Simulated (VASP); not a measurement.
# SnO (Pmmn) in VASP: notebook

Runs on SnO. Level: r2SCAN. Tasks: single point.

Program: VASP 6.6.1. These are calculated values, not measurements. Logs are shortened: lines on timing, memory, paths and dates and some standing lists are left out, and cuts for length are marked.

### 1 The cell of the first run

The structure is orthorhombic, space group Pmmn (No. 59). Conventional cell: a = 3.656 Å, b = 3.846 Å, c = 4.985 Å, α = 90.00°, β = 90.00°, γ = 90.00°. Sn (site symmetry mm2) has 4 O at 2.18 to 2.23 Å within 2.9 Å. O (site symmetry mm2) has 4 Sn at 2.18 to 2.23 Å and 4 O at 2.65 Å within 2.9 Å.

### 2 Single point, r2SCAN (uniaxial strain along a: -4.0 %)

The input, POSCAR:

```
SnO
1.0
    3.6555286244      0.0000000000      0.0000000000
    0.0000000000      3.8459207402      0.0000000000
    0.0000000000      0.0000000000      4.9854876199
Sn O
2 2
Direct
    0.0000000000      0.5000000000      0.2320254213
    0.5000000000      0.0000000000      0.7679745787
    0.5000000000      0.5000000000     -0.0068543796
    0.0000000000      0.0000000000      0.0068543796
```

The input, INCAR.step1:

```
ALGO = Normal
EDIFF = 1E-4
ENCUT = 520
GGA = PE
ISMEAR = 0
LASPH = T
LCHARG = F
LREAL = F
LWAVE = T
NBANDS = 28
NELM = 80
PREC = Accurate
SIGMA = 0.01
```

The input, INCAR.step2:

```
ALGO = Normal
EDIFF = 1E-7
ENCUT = 520
ISIF = 2
ISMEAR = 0
ISTART = 1
LASPH = T
LCHARG = T
LELF = T
LMIXTAU = T
LREAL = F
LVHAR = T
LWAVE = F
METAGGA = R2SCAN
NBANDS = 28
NELM = 80
PREC = Accurate
SIGMA = 0.01
```

The input, KPOINTS:

```
k-points
0
Gamma
  10 10 8
```

Potentials or basis: VASP PAW PBE potentials, release 64 (Sn_d, O).

The run is started by

```console
> cat potpaw_PBE.64/Sn_d/POTCAR potpaw_PBE.64/O/POTCAR > POTCAR
> cp INCAR.step1 INCAR
> mpirun -np 1 vasp_std > vasp.out
> cp INCAR.step2 INCAR
> mpirun -np 1 vasp_std > vasp.out
```

OUTCAR:

```text
EDIFF = 1E-7
   ENCUT = 520
   ISIF = 2
   ISMEAR = 0
   ISTART = 1
   LASPH = T
   LREAL = F
   METAGGA = R2SCAN
   NELM = 80
   PREC = Accurate

 ion  position               nearest neighbor table
   1  0.000  0.500  0.232-   3 2.18   3 2.18   4 2.23   4 2.23   2 3.52   2 3.52   2 3.52   2 3.52

   2  0.500  0.000  0.768-   4 2.18   4 2.18   3 2.23   3 2.23   1 3.52   1 3.52   1 3.52   1 3.52

   3  0.500  0.500  0.993-   1 2.18   1 2.18   2 2.23   2 2.23
   4  0.000  0.000  0.007-   2 2.18   2 2.18   1 2.23   1 2.23

  LATTYP: Found a simple orthorhombic cell.
 ALAT       =     3.6555286244
 B/A-ratio  =     1.0520833333
 C/A-ratio  =     1.3638212505

  Lattice vectors:

 A1 = (   3.6555286244,   0.0000000000,   0.0000000000)
 A2 = (   0.0000000000,   3.8459207402,   0.0000000000)
 A3 = (   0.0000000000,   0.0000000000,   4.9854876199)

Analysis of symmetry for initial positions (statically):
=====================================================================
 Subroutine PRICEL returns:
 Original cell was already a primitive cell.

 Routine SETGRP: Setting up the symmetry group for a
 simple orthorhombic supercell.

 Subroutine GETGRP returns: Found  8 space group operations
 (whereof  4 operations were pure point group operations)
 out of a pool of  8 trial point group operations.

The static configuration has the point symmetry C_2v.
 The point group associated with its full space group is D_2h.

Analysis of symmetry for dynamics (positions and initial velocities):
=====================================================================
 Subroutine PRICEL returns:
 Original cell was already a primitive cell.

 Routine SETGRP: Setting up the symmetry group for a
 simple orthorhombic supercell.

 Subroutine GETGRP returns: Found  8 space group operations
 (whereof  4 operations were pure point group operations)
 out of a pool of  8 trial point group operations.

The dynamic configuration has the point symmetry C_2v.
 The point group associated with its full space group is D_2h.

 Subroutine INISYM returns: Found  8 space group operations
 (whereof  4 operations are pure point group operations),
 and found     1 'primitive' translations

----------------------------------------------------------------------------------------

                                     Primitive cell

  volume of cell :      70.0903

  direct lattice vectors                    reciprocal lattice vectors
     3.655528624  0.000000000  0.000000000     0.273558246  0.000000000  0.000000000
     0.000000000  3.845920740  0.000000000     0.000000000  0.260015759  0.000000000
     0.000000000  0.000000000  4.985487620     0.000000000  0.000000000  0.200582185

  length of vectors
     3.655528624  3.845920740  4.985487620     0.273558246  0.260015759  0.200582185

  position of ions in fractional coordinates (direct lattice)
     0.000000000  0.500000000  0.232025421
     0.500000000  0.000000000  0.767974579
     0.500000000  0.500000000  0.993145620
     0.000000000  0.000000000  0.006854380

  ion indices of the primitive-cell ions
   primitive index   ion index
                 1           1
                 2           2
                 3           3
                 4           4

----------------------------------------------------------------------------------------

 KPOINTS: k-points

Automatic generation of k-mesh.
 Grid dimensions read from file:
 generate k-points for:   10   10    8

 Generating k-lattice:

  Cartesian coordinates                     Fractional coordinates (reciprocal lattice)
     0.027355825  0.000000000  0.000000000     0.100000000  0.000000000  0.000000000
     0.000000000  0.026001576  0.000000000     0.000000000  0.100000000  0.000000000
     0.000000000  0.000000000  0.025072773     0.000000000  0.000000000  0.125000000

  Length of vectors
     0.027355825  0.026001576  0.025072773

  Shift w.r.t. Gamma in fractional coordinates (k-lattice)
     0.000000000  0.000000000  0.000000000

 Subroutine IBZKPT returns following result:
 ===========================================

 Found    180 irreducible k-points:

 Following reciprocal coordinates:
            Coordinates               Weight
  0.000000  0.000000  0.000000      1.000000
  0.100000  0.000000  0.000000      2.000000
  0.200000  0.000000  0.000000      2.000000
  0.300000  0.000000  0.000000      2.000000
  0.400000  0.000000  0.000000      2.000000
  0.500000  0.000000  0.000000      1.000000
[... 16 lines left out ...]
  0.400000  0.300000  0.000000      4.000000
  0.500000  0.300000  0.000000      2.000000
 [... further k-points ...]
   k-points           NKPTS =    180   k-points in BZ     NKDIM =    180   number of bands    NBANDS=     28
   number of dos      NEDOS =    301   number of ions     NIONS =      4
   total plane-waves  NPLWV =  33600
   dimension x,y,z NGX =    28 NGY =   30 NGZ =   40
   dimension x,y,z NGXF=    56 NGYF=   60 NGZF=   80
[... 61 lines left out ...]

 E-fermi :   7.4255     XC(G=0): -10.9051

 val. band max:        7.3005003566   @ k =   0.1000   0.0000   0.0000
 cond. band min:       7.5196068558   @ k =   0.5000   0.5000   0.0000
 fundamental gap:      0.2191064992
 Fermi energy:         7.4255061333

 k-point     1 :       0.0000    0.0000    0.0000
  band No.  band energies     occupation
      1     -15.8425      2.00000
      2     -15.2440      2.00000
      3     -15.1999      2.00000
      4     -15.1999      2.00000
      5     -15.1488      2.00000
      6     -15.1223      2.00000
[... 20 lines left out ...]
     27      14.3426      0.00000
     28      15.2131      0.00000

 k-point     2 :       0.1000    0.0000    0.0000
  band No.  band energies     occupation
      1     -15.8388      2.00000
      2     -15.2492      2.00000
      3     -15.2210      2.00000
      4     -15.1992      2.00000
      5     -15.1975      2.00000
      6     -15.1509      2.00000
[... 20 lines left out ...]
     27      14.4531      0.00000
     28      16.3365      0.00000

 k-point     3 :       0.2000    0.0000    0.0000
  band No.  band energies     occupation
      1     -15.8286      2.00000
      2     -15.4112      2.00000
      3     -15.2092      2.00000
      4     -15.1959      2.00000
      5     -15.1909      2.00000
      6     -15.1562      2.00000
[... 20 lines left out ...]
     27      14.6494      0.00000
     28      18.1886      0.00000

 k-point     4 :       0.3000    0.0000    0.0000
  band No.  band energies     occupation
      1     -15.8128      2.00000
      2     -15.5585      2.00000
      3     -15.1885      2.00000
      4     -15.1862      2.00000
      5     -15.1827      2.00000
      6     -15.1627      2.00000
[... 20 lines left out ...]
     27      14.9605      0.00000
     28      18.5745      0.00000

 k-point     5 :       0.4000    0.0000    0.0000
  band No.  band energies     occupation
      1     -15.7871      2.00000
      2     -15.6685      2.00000
      3     -15.1789      2.00000
      4     -15.1762      2.00000
      5     -15.1729      2.00000
      6     -15.1683      2.00000
[... 20 lines left out ...]
     27      15.4178      0.00000
     28      17.2669      0.00000

 k-point     6 :       0.5000    0.0000    0.0000
  band No.  band energies     occupation
      1     -15.7424      2.00000
      2     -15.7424      2.00000
      3     -15.1722      2.00000
      4     -15.1722      2.00000
      5     -15.1718      2.00000
      6     -15.1718      2.00000
[... 463 lines left out ...]
      5     -15.1600      2.00000
      6     -15.1576      2.00000
[... 20 lines left out ...]
     27      15.8455      0.00000
     28      16.6376      0.00000

 k-point    22 :       0.3000    0.3000    0.0000
  band No.  band energies     occupation
      1     -15.7975      2.00000
      2     -15.6689      2.00000
      3     -15.1918      2.00000
      4     -15.1767      2.00000
      5     -15.1645      2.00000
      6     -15.1624      2.00000
[... 20 lines left out ...]
     27      14.8162      0.00000
     28      16.1070      0.00000

 k-point    23 :       0.4000    0.3000    0.0000
  band No.  band energies     occupation
      1     -15.7947      2.00000
      2     -15.7334      2.00000
      3     -15.1769      2.00000
      4     -15.1711      2.00000
      5     -15.1679      2.00000
      6     -15.1640      2.00000
[... 20 lines left out ...]
     27      14.9232      0.00000
     28      15.4582      0.00000

 k-point    24 :       0.5000    0.3000    0.0000
  band No.  band energies     occupation
      1     -15.7756      2.00000
      2     -15.7756      2.00000
      3     -15.1726      2.00000
      4     -15.1726      2.00000
      5     -15.1643      2.00000
      6     -15.1643      2.00000
[... 20 lines left out ...]
     27      15.0954      0.00000
     28      15.0954      0.00000

 [... further k-points ...]

------------------------ aborting loop because EDIFF is reached ----------------------------------------

  FORCE on cell =-STRESS in cart. coord.  units (eV):
  Direction    XX          YY          ZZ          XY          YZ          ZX
  --------------------------------------------------------------------------------------
  -------------------------------------------------------------------------------------
  Total        2.1329579      1.5101997      0.7336655      0.0000000      0.0000000      0.0000000
  in kB       48.7567458     34.5212722     16.7706737      0.0000000      0.0000000      0.0000000
  external PRESSURE =      33.3495639 kB  Pullay stress =       0.0000000 kB

 VOLUME and BASIS-vectors are now :
 -----------------------------------------------------------------------------
  energy-cutoff  :      520.00
  volume of cell :       70.09
      direct lattice vectors                 reciprocal lattice vectors
     3.655528624  0.000000000  0.000000000     0.273558246  0.000000000  0.000000000
     0.000000000  3.845920740  0.000000000     0.000000000  0.260015759  0.000000000
     0.000000000  0.000000000  4.985487620     0.000000000  0.000000000  0.200582185

 POSITION                                       TOTAL-FORCE (eV/Angst)
 -----------------------------------------------------------------------------------
      0.00000      1.92296      1.15676         0.000000      0.000000      0.346048
      1.82776      0.00000      3.82873         0.000000      0.000000     -0.346048
      1.82776      1.92296      4.95132         0.000000      0.000000     -0.130255
      0.00000      0.00000      0.03417         0.000000      0.000000      0.130255
 -----------------------------------------------------------------------------------
    total drift:                                0.000000     -0.000000      0.000000

  FREE ENERGIE OF THE ION-ELECTRON SYSTEM (eV)
  ---------------------------------------------------
  free  energy   TOTEN  =       -66.8701682652 eV

  energy  without entropy=      -66.8701682652  energy(sigma->0) =      -66.87016827
```

Run time: 12 min. Hardware: 1 thread of AMD EPYC 9R45 (Zen 5), shared host; peak memory 0.37 GiB.

Results:

```yaml
Free_energy: -66.8702 eV
Pressure: 3.3 GPa
Largest_force: 0.346 eV/Å
Band_gap_on_the_k_mesh: 0.22 eV (least direct gap 2.42 eV)
```

Forces on the atoms (eV/Å):
```
Sn   0.000  0.000  0.346
Sn   0.000  0.000 -0.346
O    0.000  0.000 -0.130
O    0.000  0.000  0.130
```

Stress tensor (GPa, compression positive):
```
4.88 0.00 0.00
0.00 3.45 0.00
0.00 0.00 1.68
```

Levels at points of the mesh, in eV from the valence-band top:
| k point | band 17 | band 18 | band 19 | band 20 | band 21 | band 22 | band 23 | band 24 |
| --- | --- | --- | --- | --- | --- | --- | --- | --- |
| (0.00, 0.00, 0.00) | -4.13 | -3.78 | -3.66 | 0.00 | 2.43 | 4.21 | 4.65 | 5.46 |
| (0.50, 0.00, 0.00) | -5.54 | -5.54 | -3.01 | -3.01 | 3.09 | 3.09 | 6.12 | 6.12 |
| (0.00, 0.50, 0.00) | -5.40 | -5.40 | -3.18 | -3.18 | 3.36 | 3.36 | 6.07 | 6.07 |
| (0.50, 0.50, 0.00) | -3.05 | -3.05 | -2.20 | -2.20 | 0.22 | 0.22 | 4.55 | 4.55 |
| (0.00, 0.00, 0.50) | -3.79 | -3.68 | -3.30 | -2.85 | 2.10 | 2.87 | 3.71 | 4.01 |
| (0.50, 0.00, 0.50) | -5.51 | -5.51 | -2.13 | -2.13 | 2.57 | 2.57 | 5.67 | 5.67 |
| (0.00, 0.50, 0.50) | -5.38 | -5.38 | -2.21 | -2.21 | 2.49 | 2.49 | 6.12 | 6.12 |
| (0.50, 0.50, 0.50) | -3.08 | -3.08 | -2.84 | -2.84 | 2.39 | 2.39 | 4.03 | 4.03 |

Caveat: the cell differs from its parent crystal (uniaxial strain along a: -4.0 %); the cell stands under pressure; semilocal functionals underestimate gaps, and a narrow one can read as zero; the PAW data sets were made with another functional, which shifts forces and pressure a little; spin-orbit coupling is left out, which moves the levels of the heavy elements.

### 3 Single point, r2SCAN (uniaxial strain along a: -2.0 %)

The input, POSCAR:

```
SnO
1.0
    3.7316854707      0.0000000000      0.0000000000
    0.0000000000      3.8268815286      0.0000000000
    0.0000000000      0.0000000000      4.9608069882
Sn O
2 2
Direct
    0.0000000000      0.5000000000      0.2323921633
    0.5000000000      0.0000000000      0.7676078367
    0.5000000000      0.5000000000      0.0000000000
    0.0000000000      0.0000000000      0.0000000000
```

The input, INCAR.step1:

```
  PREC = Accurate
  ENCUT = 520
  ISMEAR = 0
  SIGMA = 0.01
  LREAL = False
  LASPH = True
  NELM = 80
  NBANDS = 28
  GGA = PE
  ALGO = Normal
  EDIFF = 1E-4
  LWAVE = True
  LCHARG = False
```

The input, INCAR.step2:

```
  PREC = Accurate
  ENCUT = 520
  EDIFF = 1E-7
  ISMEAR = 0
  SIGMA = 0.01
  LREAL = False
  LASPH = True
  NELM = 80
  ALGO = Normal
  ISIF = 2
  LWAVE = False
  LCHARG = True
  METAGGA = R2SCAN
  LMIXTAU = True
  LELF = True
  LVHAR = True
  NBANDS = 28
  ISTART = 1
```

The input, KPOINTS:

```
regular mesh
0
Gamma
  10 10 8
```

Potentials or basis: VASP PAW PBE potentials, release 64 (Sn_d, O).

The run is started by

```console
> cat potpaw_PBE.64/Sn_d/POTCAR potpaw_PBE.64/O/POTCAR > POTCAR
> cp INCAR.step1 INCAR
> mpirun -np 1 vasp_std > vasp.out
> cp INCAR.step2 INCAR
> mpirun -np 1 vasp_std > vasp.out
```

It took 12 min on 1 thread of AMD EPYC 9R45 (Zen 5), shared host; peak memory 0.37 GiB.

Results (log left out):

```
Free energy            : -66.8900 eV
Pressure               : 1.9 GPa
Largest force          : 0.238 eV/Å
Band gap on the k mesh : 0.28 eV (least direct gap 2.37 eV)
```

Forces in eV/Å, atoms in the order of the input:
```
Sn   0.000  0.000  0.238
Sn   0.000  0.000 -0.238
O    0.000  0.000 -0.183
O    0.000  0.000  0.183
```

Stress tensor (GPa, compression positive):
```
3.24 0.00 0.00
0.00 1.45 0.00
0.00 0.00 1.03
```

Levels at points of the mesh, in eV from the valence-band top:
| k point | band 16 | band 17 | band 18 | band 19 | band 20 | band 21 | band 22 | band 23 | band 24 | band 25 |
| --- | --- | --- | --- | --- | --- | --- | --- | --- | --- | --- |
| (0.00, 0.00, 0.00) | -6.77 | -4.00 | -3.72 | -3.58 | 0.00 | 2.37 | 4.29 | 4.80 | 5.24 | 5.67 |
| (0.50, 0.00, 0.00) | -5.58 | -5.37 | -5.37 | -2.96 | -2.96 | 3.31 | 3.31 | 6.11 | 6.11 | 6.34 |
| (0.00, 0.50, 0.00) | -5.57 | -5.37 | -5.37 | -3.02 | -3.02 | 3.28 | 3.28 | 6.13 | 6.13 | 6.46 |
| (0.50, 0.50, 0.00) | -5.73 | -2.98 | -2.98 | -2.15 | -2.15 | 0.28 | 0.28 | 4.64 | 4.64 | 7.36 |
| (0.00, 0.00, 0.50) | -4.07 | -3.74 | -3.59 | -3.28 | -2.69 | 2.02 | 3.02 | 3.53 | 3.94 | 8.07 |
| (0.50, 0.00, 0.50) | -5.97 | -5.34 | -5.34 | -2.08 | -2.08 | 2.67 | 2.67 | 5.66 | 5.66 | 7.07 |
| (0.00, 0.50, 0.50) | -5.93 | -5.35 | -5.35 | -2.07 | -2.07 | 2.56 | 2.56 | 6.00 | 6.00 | 6.88 |
| (0.50, 0.50, 0.50) | -6.09 | -2.98 | -2.98 | -2.83 | -2.83 | 2.47 | 2.47 | 4.12 | 4.12 | 5.93 |

Caveat: the cell differs from its parent crystal (uniaxial strain along a: -2.0 %); semilocal functionals underestimate gaps, and a narrow one can read as zero; the PAW data sets were made with another functional, which shifts forces and pressure a little; spin-orbit coupling is left out, which moves the levels of the heavy elements. A k mesh can miss the band edges.

### 4 Single point, r2SCAN (uniaxial strain along a: +2.0 %, then relaxed in part)

The input, POSCAR:

```
SnO
1.0
    3.8839991634      0.0000000000      0.0000000000
    0.0000000000      3.7402940927      0.0000000000
    0.0000000000      0.0000000000      4.9375972948
Sn O
2 2
Direct
    0.0000000000      0.5000000000      0.2320005268
    0.5000000000      0.0000000000      0.7679994732
    0.5000000000      0.5000000000      0.0068153020
    0.0000000000      0.0000000000     -0.0068153020
```

The input, INCAR.step1:

```
ALGO = Normal ; EDIFF = 1E-4
ENCUT = 520 ; GGA = PE
ISMEAR = 0 ; LASPH = T
LCHARG = F ; LREAL = F
LWAVE = T ; NBANDS = 28
NELM = 100 ; PREC = Accurate
SIGMA = 0.01
```

The input, INCAR.step2:

```
ALGO = Normal ; EDIFF = 1E-6
ENCUT = 520 ; ISIF = 2
ISMEAR = 0 ; ISTART = 1
LASPH = T ; LCHARG = F
LMIXTAU = T ; LREAL = F
LWAVE = F ; METAGGA = R2SCAN
NBANDS = 28 ; NELM = 100
PREC = Accurate ; SIGMA = 0.01
```

The input, KPOINTS:

```
k-points
0
Gamma
  10 10 8
```

The run is started by

```console
> cat potpaw_PBE.64/Sn_d/POTCAR potpaw_PBE.64/O/POTCAR > POTCAR
> cp INCAR.step1 INCAR
> mpirun -np 1 vasp_std > vasp.out
> cp INCAR.step2 INCAR
> mpirun -np 1 vasp_std > vasp.out
```

Run time: 17 min. Hardware: 1 thread of Intel Xeon Platinum 8375C at 2.90GHz (Ice Lake), shared host; peak memory 0.4 GiB.

It converged, with:

```
Free energy            : -66.9023 eV
Pressure               : 0.4 GPa
Largest force          : 0.144 eV/Å
Band gap on the k mesh : 0.40 eV (least direct gap 2.34 eV)
```

Forces in eV/Å, atoms in the order of the input:
```
Sn   0.000  0.000  0.144
Sn   0.000  0.000 -0.144
O    0.000  0.000  0.008
O    0.000  0.000 -0.008
```

Stress tensor (GPa, compression positive):
```
0.17 0.00 0.00
0.00 0.62 0.00
0.00 0.00 0.53
```

Levels at points of the mesh, in eV from the valence-band top:
```tsv
k point	band 17	band 18	band 19	band 20	band 21	band 22	band 23	band 24
(0.00, 0.00, 0.00)	-3.85	-3.58	-3.52	-0.01	2.35	4.38	4.78	5.33
(0.50, 0.00, 0.00)	-5.17	-5.17	-2.90	-2.90	3.52	3.52	6.05	6.05
(0.00, 0.50, 0.00)	-5.28	-5.28	-2.77	-2.77	3.24	3.24	6.16	6.16
(0.50, 0.50, 0.00)	-2.89	-2.89	-2.04	-2.04	0.39	0.39	4.78	4.78
(0.00, 0.00, 0.50)	-3.59	-3.54	-3.20	-2.47	1.99	3.06	3.61	3.89
(0.50, 0.00, 0.50)	-5.14	-5.14	-1.96	-1.96	2.69	2.69	5.96	5.96
(0.00, 0.50, 0.50)	-5.25	-5.25	-1.92	-1.92	2.74	2.74	5.70	5.70
(0.50, 0.50, 0.50)	-2.92	-2.92	-2.70	-2.70	2.59	2.59	4.22	4.22
```

Caveat: the cell differs from its parent crystal (uniaxial strain along a: +2.0 %, then relaxed in part); semilocal functionals underestimate gaps, and a narrow one can read as zero; the PAW data sets were made with another functional, which shifts forces and pressure a little; spin-orbit coupling is left out, which moves the levels of the heavy elements. A k mesh can miss the band edges.

### 5 Summary

| cell | gap on the mesh (eV) | pressure (GPa) | largest force (eV/Å) |
| --- | --- | --- | --- |
| a = 3.656, b = 3.846, c = 4.985 Å, 4 atoms, atomic positions A | 0.22 | 3.3 | 0.35 |
| a = 3.732, b = 3.827, c = 4.961 Å, 4 atoms, atomic positions B | 0.28 | 1.9 | 0.24 |
| a = 3.884, b = 3.740, c = 4.938 Å, 4 atoms, atomic positions C | 0.40 | 0.4 | 0.14 |

Alike in all rows: task single point; level r2SCAN; potentials or basis VASP PAW PBE potentials, release 64 (Sn_d, O); no spin polarisation; k mesh 10 × 10 × 8; cutoff (eV) 520; smearing gaussian 0.01 eV.

Caveats: semilocal functionals underestimate gaps, and a narrow one can read as zero; the PAW data sets were made with another functional, which shifts forces and pressure a little; spin-orbit coupling is left out, which moves the levels of the heavy elements; the cell stands under pressure (at least some runs).

Total energies depend on the potentials used, so only differences within one code and one set of settings carry meaning.
